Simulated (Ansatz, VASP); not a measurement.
## One calculation of CuO, two programs

The input INCAR:

```
ALGO = Normal
EDIFF = 1E-6
ENCUT = 520
GGA = PE
ISIF = 2
ISMEAR = -1
LASPH = True
LCHARG = False
LREAL = False
LWAVE = False
NBANDS = 16
NELM = 100
PREC = Accurate
SIGMA = 0.05
```

The input KPOINTS:

```
k-points
0
Gamma
  22 22 22
```

The input POSCAR:

```
CuO
1.0
    0.0000000000      2.2618016073      2.2618016073
    2.2618016073      0.0000000000      2.2618016073
    2.2618016073      2.2618016073      0.0000000000
Cu O
1 1
Direct
    0.0000000000      0.0000000000      0.0000000000
    0.2500000000      0.2500000000      0.2500000000
```

Input for Ansatz:

```yaml
crystal:
  lattice:
    - [0.0, 2.2618016073, 2.2618016073]
    - [2.2618016073, 0.0, 2.2618016073]
    - [2.2618016073, 2.2618016073, 0.0]
  atoms:
    - { symbol: Cu, position: [0.0, 0.0, 0.0] }
    - { symbol: O, position: [0.25, 0.25, 0.25] }
kpoints:
  mp_grid: { grid: [22, 22, 22] }
scf:
  occupations: { method: fermi_dirac, width: 0.05 }
hamiltonian:
  xc: pbe
  pseudopotentials: { kind: all_electron, lapw: { basis_error: 0.001 } }
output:
  forces: true
  stress: true
  eigenvalues: true
```

Alike in both runs: task single point; functional PBE; k mesh 22 × 22 × 22; occupations fermi-dirac, width 0.05 eV; no spin polarisation.

```csv
,VASP,Ansatz
version,VASP 6.6.1,Ansatz 0.2.0
potentials or method,"VASP PAW PBE potentials, release 64 (Cu, O), cutoff 520 eV","all-electron LAPW, scalar-relativistic"
```

VASP gave:

| Quantity | Value |
| --- | --- |
| pressure (GPa) | 0.6 |

Problem. Estimate Ansatz's values.

Solution. Pressure (GPa): 0.0.

Ansatz ran all-electron here, and VASP with PAW potentials.
